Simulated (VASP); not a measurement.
# V (P-1) in VASP: notebook, part 2 of 2

VASP 6.6.1. Earlier steps stand in the parts before.

### 4 Single point, PBEsol, collinear spin, ferromagnetic start

This run uses another cell than the first one, of 13.31 Å³/atom.

INCAR reads:

```
PREC = Accurate ; ENCUT = 520
EDIFF = 1E-7 ; ISMEAR = -1
SIGMA = 0.15 ; LREAL = F
LASPH = T ; NELM = 150
ALGO = Normal ; ISIF = 2
LWAVE = F ; LCHARG = F
ISPIN = 2 ; MAGMOM = 1.5
LORBIT = 11 ; LMAXMIX = 4
GGA = PS ; NBANDS = 16
```

KPOINTS reads:

```
regular mesh
0
Gamma
  9 9 9
```

POSCAR reads:

```
V
1.0
   -1.4753507533      1.4537448630      1.5351500879
    1.4085598046     -1.4475746134      1.4621888897
    1.5648995056      1.5371333824     -1.5289698217
V
1
Direct
    0.0000000000      0.0000000000      0.0000000000
```

Potentials or basis: VASP PAW PBE potentials, release 64 (V_sv).

Started as:

```bash
$ cat potpaw_PBE.64/V_sv/POTCAR > POTCAR
$ mpirun -np 1 vasp_std > vasp.out
```

OUTCAR:

```text
PREC = Accurate
   ENCUT = 520
   EDIFF = 1E-7
   ISMEAR = -1
   LREAL = F
   LASPH = T
   NELM = 150
   ISIF = 2
   ISPIN = 2
   LORBIT = 11
   GGA = PS

 ion  position               nearest neighbor table
   1  0.000  0.000  0.000-

  LATTYP: Found a triclinic cell.
 ALAT       =     4.3172799425
 B/A-ratio  =     0.5971638015
 C/A-ratio  =     1.0063076490
 COS(alpha) =     0.0119522028
 COS(beta)  =     0.5200802645
 COS(gamma) =     0.8147082432

  Lattice vectors:

 A1 = (  -3.0402502589,  -0.0833885194,   3.0641199096)
[... 1122 lines left out ...]
  -------------------------------------------------------------------------------------
  Total       -0.3061554     -0.3688229     -0.3885239     -0.0796407      0.0443319      0.0492594
  in kB      -36.8551725    -44.3991118    -46.7707385     -9.5871940      5.3366960      5.9298810
  external PRESSURE =     -42.6750076 kB  Pullay stress =       0.0000000 kB

 VOLUME and BASIS-vectors are now :
 -----------------------------------------------------------------------------
  energy-cutoff  :      520.00
  volume of cell :       13.31
      direct lattice vectors                 reciprocal lattice vectors
    -1.475350753  1.453744863  1.535150088    -0.002575758  0.333739209  0.332884841
     1.408559805 -1.447574613  1.462188890     0.344306160 -0.011014043  0.341324255
     1.564899506  1.537133382 -1.528969822     0.326681703  0.324555238  0.006611462

 POSITION                                       TOTAL-FORCE (eV/Angst)
 -----------------------------------------------------------------------------------
      0.00000      0.00000      0.00000         0.000000      0.000000      0.000000
 -----------------------------------------------------------------------------------
    total drift:                               -0.000000     -0.000000      0.000000

  FREE ENERGIE OF THE ION-ELECTRON SYSTEM (eV)
  ---------------------------------------------------
  free  energy   TOTEN  =        -9.6877352427 eV

  energy  without entropy=       -9.5774487419  energy(sigma->0) =       -9.63259199

 total charge

# of ion       s       p       d       tot
------------------------------------------
    1        2.346   6.227   3.114  11.687

 magnetization (x)

# of ion       s       p       d       tot
------------------------------------------
    1        0.000   0.000   0.000   0.000
```

OSZICAR:

```text
N       E                     dE             d eps       ncg     rms          rms(c)
DAV:   1     0.906379960968E+02    0.90638E+02   -0.64437E+03 23624   0.890E+02
DAV:   2    -0.937530271952E+01   -0.10001E+03   -0.95968E+02 25624   0.270E+02
DAV:   3    -0.108667126432E+02   -0.14914E+01   -0.14893E+01 26736   0.359E+01
DAV:   4    -0.108723282273E+02   -0.56156E-02   -0.56155E-02 27712   0.231E+00
DAV:   5    -0.108723753669E+02   -0.47140E-04   -0.47140E-04 26912   0.198E-01    0.205E+01
DAV:   6    -0.969098438952E+01    0.11814E+01   -0.17040E+00 23832   0.223E+01    0.250E+00
DAV:   7    -0.969126452648E+01   -0.28014E-03   -0.77490E-02 26664   0.272E+00    0.175E+00
DAV:   8    -0.969072822061E+01    0.53631E-03   -0.54929E-03 25112   0.846E-01    0.905E-01
DAV:   9    -0.968748923344E+01    0.32390E-02   -0.16120E-03 27648   0.479E-01    0.234E-01
DAV:  10    -0.968771220531E+01   -0.22297E-03   -0.46292E-04 25520   0.222E-01    0.479E-02
DAV:  11    -0.968773081580E+01   -0.18610E-04   -0.24033E-05 26136   0.568E-02    0.183E-02
DAV:  12    -0.968773576116E+01   -0.49454E-05   -0.56376E-06 25488   0.243E-02    0.727E-03
DAV:  13    -0.968773547373E+01    0.28743E-06   -0.15638E-07 23440   0.450E-03    0.335E-03
DAV:  14    -0.968773523132E+01    0.24241E-06   -0.63616E-08 15640   0.218E-03    0.683E-04
DAV:  15    -0.968773524267E+01   -0.11349E-07   -0.56044E-09 11808   0.693E-04
   1 F= -.96877352E+01 E0= -.96325920E+01  d E =-.110287E+00  mag=     0.0000
```

stdout:

```text
POSCAR found type information on POSCAR V
 POSCAR found :  1 types and       1 ions
 scaLAPACK will be used
 -----------------------------------------------------------------------------
|                                                                             |
|                                                                             |
|     You enforced a specific xc type in the INCAR file but a different       |
|     I HOPE YOU KNOW WHAT YOU ARE DOING!                                     |
|                                                                             |
 -----------------------------------------------------------------------------

 LDA part: xc-table for (Slater+PW92), standard interpolation
 POSCAR, INCAR and KPOINTS ok, starting setup
 FFT: planning ... GRIDC
 FFT: planning ... GRID_SOFT
 FFT: planning ... GRID
 WAVECAR not read
 entering main loop
```

Wall time 61 s (1 thread of AMD EPYC 9R45 (Zen 5), shared host); peak memory 0.19 GiB.

What came out:

```yaml
Free_energy: -9.6877 eV
Pressure: -4.3 GPa
Net_moment: 0.00 μB per cell
Valence_electrons_inside_the_program's_atomic_spheres: V 11.69
```

Levels at points of the mesh, in eV from the Fermi level:
Spin up:
```csv
k point,band 3,band 4,band 5,band 6,band 7,band 8,band 9,band 10,band 11,band 12
"(0.00, 0.00, 0.00)",-36.90,-36.78,-6.68,-0.08,0.33,0.73,2.42,2.53,19.62,20.52
```
Spin down:
```
           k point  band 4  band 5  band 6  band 7  band 8  band 9  band 10  band 11
(0.00, 0.00, 0.00)  -36.78   -6.68   -0.08    0.33    0.73    2.42     2.53    19.62
```

Caveat: the cell stands under tension; the PAW data sets were made with another functional, which shifts forces and pressure a little.

### 5 Overview

| cell | gap on the mesh (eV) | pressure (GPa) | moment (μB) |
| --- | --- | --- | --- |
| a = 2.570, b = 2.485, c = 2.665 Å, angles 109.8, 110.6, 107.5°, 1 atom | none | -2.5 | 0.00 |
| a = 2.574, b = 2.489, c = 2.669 Å, angles 109.8, 110.6, 107.5°, 1 atom | none | -3.4 | 0.00 |
| a = 2.578, b = 2.493, c = 2.674 Å, angles 109.8, 110.6, 107.5°, 1 atom | none | -4.3 | 0.00 |

Alike in all rows: task single point; level PBEsol; potentials or basis VASP PAW PBE potentials, release 64 (V_sv); spin collinear, ferromagnetic start; k mesh 9 × 9 × 9; cutoff (eV) 520; smearing fermi-dirac 0.15 eV.

Caveats: the PAW data sets were made with another functional, which shifts forces and pressure a little; the cell stands under tension (at least some runs).

Total energies depend on the potentials used, so only differences within one code and one set of settings carry meaning.
